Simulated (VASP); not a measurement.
# Au (P6_3/mmc) in VASP: further runs, part 2 of 2

VASP 6.6.1. Earlier steps stand in the parts before.

**3. Single point, PBEsol**

This run uses another cell than the first one, of 19.79 Å³/atom.

The input, INCAR:

```
PREC = Accurate
ENCUT = 500
EDIFF = 1E-6
ISMEAR = 0
SIGMA = 0.1
LREAL = F
LASPH = T
NELM = 120
ALGO = Normal
ISIF = 2
LWAVE = F
LCHARG = F
GGA = PS
NBANDS = 18
GGA_COMPAT = F
```

The input, KPOINTS:

```
Automatic mesh
0
Gamma
  6 6 4
```

The input, POSCAR:

```
Au
1.0
    3.0425238751      0.0000000000      0.0000000000
   -1.5212619375      2.6349029674      0.0000000000
    0.0000000000      0.0000000000      4.9381773798
Au
2
Direct
    0.3333333333      0.6666666667      0.2500000000
    0.6666666667      0.3333333333      0.7500000000
```

Potentials or basis: VASP PAW PBE potentials, release 64 (Au).

Started as:

```console
$ cat potpaw_PBE.64/Au/POTCAR > POTCAR
$ mpirun -np 1 vasp_std > vasp.out
```

OUTCAR:

```text
PREC = Accurate
   ENCUT = 500
   EDIFF = 1E-6
   ISMEAR = 0
   LREAL = F
   LASPH = T
   NELM = 120
   ISIF = 2
   GGA = PS

 ion  position               nearest neighbor table
   1  0.333  0.667  0.250-   2 3.03   2 3.03   2 3.03   2 3.03   2 3.03   2 3.03
   2  0.667  0.333  0.750-   1 3.03   1 3.03   1 3.03   1 3.03   1 3.03   1 3.03

  LATTYP: Found a hexagonal cell.
 ALAT       =     3.0425238751
 C/A-ratio  =     1.6230529595

  Lattice vectors:
[... 624 lines left out ...]
     18      22.0458      0.00000

------------------------ aborting loop because EDIFF is reached ----------------------------------------

  FORCE on cell =-STRESS in cart. coord.  units (eV):
  Direction    XX          YY          ZZ          XY          YZ          ZX
  --------------------------------------------------------------------------------------
  -------------------------------------------------------------------------------------
  Total       -3.7787187     -3.7787187     -4.3436775     -0.0000000      0.0000000      0.0000000
  in kB     -152.9289946   -152.9289946   -175.7935144     -0.0000000      0.0000000      0.0000000
  external PRESSURE =    -160.5505012 kB  Pullay stress =       0.0000000 kB

 VOLUME and BASIS-vectors are now :
 -----------------------------------------------------------------------------
  energy-cutoff  :      500.00
  volume of cell :       39.59
      direct lattice vectors                 reciprocal lattice vectors
     3.042523875  0.000000000  0.000000000     0.328674496  0.189760309  0.000000000
    -1.521261938  2.634902967  0.000000000     0.000000000  0.379520617  0.000000000
     0.000000000  0.000000000  4.938177380     0.000000000  0.000000000  0.202503864

 POSITION                                       TOTAL-FORCE (eV/Angst)
 -----------------------------------------------------------------------------------
     -0.00000      1.75660      1.23454        -0.000000      0.000000      0.000000
      1.52126      0.87830      3.70363         0.000000     -0.000000      0.000000
 -----------------------------------------------------------------------------------
    total drift:                               -0.000000      0.000000     -0.000000

  FREE ENERGIE OF THE ION-ELECTRON SYSTEM (eV)
  ---------------------------------------------------
  free  energy   TOTEN  =        -7.4427224780 eV

  energy  without entropy=       -7.4391059248  energy(sigma->0) =       -7.44091420
```

OSZICAR:

```text
N       E                     dE             d eps       ncg     rms          rms(c)
DAV:   1     0.113896929536E+03    0.11390E+03   -0.11244E+04   764   0.113E+03
DAV:   2    -0.594664018532E+01   -0.11984E+03   -0.11340E+03   824   0.244E+02
DAV:   3    -0.805431277851E+01   -0.21077E+01   -0.20954E+01   852   0.317E+01
DAV:   4    -0.806338162781E+01   -0.90688E-02   -0.90681E-02   826   0.226E+00
DAV:   5    -0.806346887147E+01   -0.87244E-04   -0.87243E-04   868   0.239E-01    0.871E+00
DAV:   6    -0.746790062584E+01    0.59557E+00   -0.13334E+00   778   0.101E+01    0.596E+00
DAV:   7    -0.744668023871E+01    0.21220E-01   -0.44124E-02   828   0.176E+00    0.331E+00
DAV:   8    -0.744272350653E+01    0.39567E-02   -0.14307E-03   794   0.296E-01    0.229E-01
DAV:   9    -0.744271537178E+01    0.81347E-05   -0.26340E-05   874   0.424E-02    0.342E-02
DAV:  10    -0.744272306591E+01   -0.76941E-05   -0.45894E-06   832   0.211E-02    0.127E-02
DAV:  11    -0.744272247804E+01    0.58787E-06   -0.10285E-07   412   0.261E-03
   1 F= -.74427225E+01 E0= -.74409142E+01  d E =-.361655E-02
```

Run time: 9.8 s. Hardware: 1 thread of Intel Xeon 6975P-C (Granite Rapids), shared host; peak memory 0.15 GiB.

What came out:

```
Free energy            : -7.4427 eV
Pressure               : -16.1 GPa
Band gap on the k mesh : zero (bands 11 and 12 overlap by 5.83 eV)
```

Stress tensor (GPa, compression positive):
```
-15.29   0.00   0.00
  0.00 -15.29   0.00
  0.00   0.00 -17.58
```

Levels at points of the mesh, in eV from the Fermi level:
```csv
k point,band 8,band 9,band 10,band 11,band 12,band 13,band 14,band 15
"(0.00, 0.00, 0.00)",-3.11,-3.11,-1.91,-1.91,-0.23,2.48,14.45,16.18
"(0.50, 0.00, 0.00)",-1.76,-1.67,-1.59,0.35,1.15,5.68,6.57,7.00
"(0.00, 0.00, 0.50)",-3.80,-2.27,-2.27,-2.27,-2.27,10.42,10.42,14.66
"(0.50, 0.00, 0.50)",-2.04,-1.65,-1.65,0.79,0.79,3.24,3.24,12.53
```

Caveat: the k points lie up to 0.40 Å⁻¹ apart, too coarse for converged energies and pressures of a metal; the PAW data sets were made with another functional, which shifts forces and pressure a little; spin-orbit coupling is left out, which moves the levels of the heavy elements.

**4. Relaxation of cell and atoms, PBEsol**

This run uses another cell than the first one, of 19.79 Å³/atom.

The input, INCAR:

```
ALGO = Normal
EDIFF = 1E-7
EDIFFG = -0.04
ENCUT = 500
GGA = PS
GGA_COMPAT = F
IBRION = 2
ISIF = 3
ISMEAR = 0
LASPH = T
LCHARG = F
LREAL = F
LWAVE = F
NELM = 120
NELMIN = 4
NSW = 90
PREC = Accurate
SIGMA = 0.1
```

The input, KPOINTS:

```
k-points
0
Gamma
  6 6 4
```

POSCAR is that of step 3.

Started as:

```console
$ cat potpaw_PBE.64/Au/POTCAR > POTCAR
$ mpirun -np 1 vasp_std > vasp.out
```

It took 46 s on 1 thread of Intel Xeon 6975P-C (Granite Rapids), shared host; peak memory 0.16 GiB.

It converged, with:

```yaml
Free_energy: -7.7626 eV
Relaxed_volume: 17.06 Å³/atom
Relaxed_cell: a = 2.902 Å, b = 2.902 Å, c = 4.676 Å, α = 90.00°, β = 90.00°, γ = 120.00°
Space_group_after_relaxing_to_0.1_Å: P6_3/mmc (No. 194)
Energy_gained_by_relaxing: 160.0 meV/atom
Ionic_steps: 5
Pressure_after_relaxing: 0.2 GPa
Band_gap_on_the_k_mesh: zero (bands 11 and 12 overlap by 6.85 eV)
```

Stress tensor (GPa, compression positive):
```
 0.35  0.00  0.00
 0.00  0.35  0.00
 0.00  0.00 -0.06
```

Step by step:
```csv
step,energy change (eV),largest force (eV/Å),pressure (GPa),volume (Å³)
1,0.0000,0.0000,-16.05,39.59
2,0.2108,0.0000,41.39,29.28
3,-0.3194,0.0000,-0.91,34.35
4,-0.3199,0.0000,-0.27,34.22
5,-0.3199,0.0000,0.21,34.12
```

Final structure:
```
CELL_PARAMETERS angstrom
2.90234 0.00000 0.00000
-1.45117 2.51350 0.00000
0.00000 0.00000 4.67649
ATOMIC_POSITIONS crystal
Au 0.33333 0.66667 0.25000
Au 0.66667 0.33333 0.75000
```

Levels at points of the mesh, in eV from the Fermi level:
```
           k point  band 8  band 9  band 10  band 11  band 12  band 13  band 14  band 15
(0.00, 0.00, 0.00)   -3.65   -3.65    -2.06    -2.06    -0.81     3.30    14.43    16.47
(0.50, 0.00, 0.00)   -1.89   -1.71    -1.65     0.33     1.45     6.10     7.60     7.67
(0.00, 0.00, 0.50)   -4.54   -2.53    -2.53    -2.53    -2.53    11.62    11.62    14.73
(0.50, 0.00, 0.50)   -2.31   -1.74    -1.74     0.47     0.47     3.96     3.96    13.48
```

Caveat: the k points lie up to 0.42 Å⁻¹ apart in the final cell, too coarse for converged energies and pressures of a metal; the PAW data sets were made with another functional, which shifts forces and pressure a little; spin-orbit coupling is left out, which moves the levels of the heavy elements.

**5. Single point, PBEsol**

This run uses another cell than the first one: it holds 4 atoms, not 2.

The input, INCAR:

```
SYSTEM = Au
PREC = Accurate
ENCUT = 500
EDIFF = 1E-6
ISMEAR = 0
SIGMA = 0.1
LREAL = .FALSE.
LASPH = .TRUE.
NELM = 120
ALGO = Normal
ISIF = 2
LWAVE = .FALSE.
LCHARG = .FALSE.
GGA = PS
NBANDS = 30
GGA_COMPAT = .FALSE.
```

The input, KPOINTS:

```
regular mesh
0
G
  6 6 4
  0 0 0
```

The input, POSCAR:

```
Au
1.0
    2.7759793715      0.0000000000      0.0000000000
   -1.3879896858      2.4040686561      0.0000000000
    0.0000000000      0.0000000000     10.6248534485
Au
4
Direct
    0.3333333333      0.6666666667      0.3803937608
    0.6666666667      0.3333333333      0.8803937608
    0.6666666667      0.3333333333      0.6196062392
    0.3333333333      0.6666666667      0.1196062392
```

Started as:

```console
$ cat potpaw_PBE.64/Au/POTCAR > POTCAR
$ mpirun -np 1 vasp_std > vasp.out
```

Run time: 42 s. Hardware: 1 thread of Intel Xeon 6975P-C (Granite Rapids), shared host; peak memory 0.18 GiB.

It converged, with:

| Quantity | Value |
| --- | --- |
| Free energy | -15.3481 eV |
| Pressure | -0.1 GPa |
| Band gap on the k mesh | zero (bands 22 and 23 overlap by 5.23 eV) |

Stress tensor (GPa, compression positive):
```
-0.11  0.00  0.00
 0.00 -0.11  0.00
 0.00  0.00  0.02
```

Levels at points of the mesh, in eV from the Fermi level:
| k point | band 20 | band 21 | band 22 | band 23 | band 24 | band 25 | band 26 | band 27 |
| --- | --- | --- | --- | --- | --- | --- | --- | --- |
| (0.00, 0.00, 0.00) | -2.83 | -2.83 | -2.32 | -2.32 | -2.00 | 0.98 | 6.75 | 7.70 |
| (0.50, 0.00, 0.00) | -1.73 | -0.78 | 0.40 | 1.39 | 2.03 | 2.93 | 2.95 | 5.00 |
| (0.00, 0.00, 0.50) | -3.24 | -2.49 | -2.49 | -2.49 | -2.49 | 3.40 | 3.40 | 11.00 |
| (0.50, 0.00, 0.50) | -1.75 | 0.05 | 0.05 | 1.75 | 1.75 | 2.97 | 2.97 | 5.06 |

Caveat: the k points lie up to 0.44 Å⁻¹ apart, too coarse for converged energies and pressures of a metal; the PAW data sets were made with another functional, which shifts forces and pressure a little; spin-orbit coupling is left out, which moves the levels of the heavy elements.

**6. Single point, PBEsol**

This run uses another cell than the first one: it holds 4 atoms, not 2.

The input, INCAR:

```
PREC = Accurate
ENCUT = 500
EDIFF = 1E-6
ISMEAR = 0
SIGMA = 0.1
LREAL = F
LASPH = T
NELM = 120
ALGO = Normal
ISIF = 2
LWAVE = F
LCHARG = F
GGA = PS
NBANDS = 30
GGA_COMPAT = F
```

The input, KPOINTS:

```
regular mesh
0
Gamma
  6 6 4
```

The input, POSCAR:

```
Au
1.0
    3.7246608178      0.0000000000      0.0000000000
   -1.8623304089      3.2256508887      0.0000000000
    0.0000000000      0.0000000000      6.1456903494
Au
4
Direct
    0.3333333333      0.6666666667      0.4375000000
    0.6666666667      0.3333333333      0.9375000000
    0.6666666667      0.3333333333      0.5625000000
    0.3333333333      0.6666666667      0.0625000000
```

Potentials or basis: VASP PAW PBE potentials, release 64 (Au).

Started as:

```console
$ cat potpaw_PBE.64/Au/POTCAR > POTCAR
$ mpirun -np 1 vasp_std > vasp.out
```

Run time: 35 s. Hardware: 1 thread of Intel Xeon 6975P-C (Granite Rapids), shared host; peak memory 0.19 GiB.

Results (log left out):

| Property | Result |
| --- | --- |
| Free energy | -6.1852 eV |
| Pressure | 78.9 GPa |
| Largest force | 1.073 eV/Å |
| Band gap on the k mesh | zero (bands 22 and 23 overlap by 0.32 eV) |

Forces in eV/Å, atoms in the order of the input:
```
Au   0.000  0.000 -1.073
Au   0.000  0.000 -1.073
Au   0.000  0.000  1.073
Au   0.000  0.000  1.073
```

Stress tensor (GPa, compression positive):
```
82.26  0.00  0.00
 0.00 82.26  0.00
 0.00  0.00 72.28
```

Levels at points of the mesh, in eV from the Fermi level:
```
           k point  band 20  band 21  band 22  band 23  band 24  band 25
(0.00, 0.00, 0.00)    -1.49    -1.01    -1.01     0.18     8.78     8.78
(0.50, 0.00, 0.00)    -0.92    -0.76    -0.69     1.56     1.72     2.00
(0.00, 0.00, 0.50)    -1.30    -1.30    -1.30     4.98     4.98    10.56
(0.50, 0.00, 0.50)    -1.49    -0.74    -0.74     0.38     0.38     5.90
```

Caveat: the cell stands under pressure; the PAW data sets were made with another functional, which shifts forces and pressure a little; spin-orbit coupling is left out, which moves the levels of the heavy elements.

**7. Summary**

| task | cell | gap on the mesh (eV) | pressure (GPa) |
| --- | --- | --- | --- |
| single point | a = 2.908, b = 2.908, c = 4.673 Å, angles 90.0, 90.0, 120.0°, 2 atoms, atomic positions A | none | -0.2 |
| single point | a = 3.043, b = 3.043, c = 4.938 Å, angles 90.0, 90.0, 120.0°, 2 atoms, atomic positions A | none | -16.1 |
| relaxation of cell and atoms | relaxed from a = 3.043, b = 3.043, c = 4.938 Å, angles 90.0, 90.0, 120.0°, 2 atoms, atomic positions A | none | 0.2 |
| single point | a = 2.776, b = 2.776, c = 10.625 Å, angles 90.0, 90.0, 120.0°, 4 atoms, atomic positions B | none | -0.1 |
| single point | a = 3.725, b = 3.725, c = 6.146 Å, angles 90.0, 90.0, 120.0°, 4 atoms, atomic positions C | none | 78.9 |

Alike in all rows: level PBEsol; potentials or basis VASP PAW PBE potentials, release 64 (Au); no spin polarisation; k mesh 6 × 6 × 4; cutoff (eV) 500; smearing gaussian 0.1 eV.

Caveats: some runs use coarse meshes; the PAW data sets were made with another functional, which shifts forces and pressure a little; spin-orbit coupling is left out, which moves the levels of the heavy elements; the cell stands under pressure (at least some runs).

Total energies depend on the potentials used, so only differences within one code and one set of settings carry meaning.
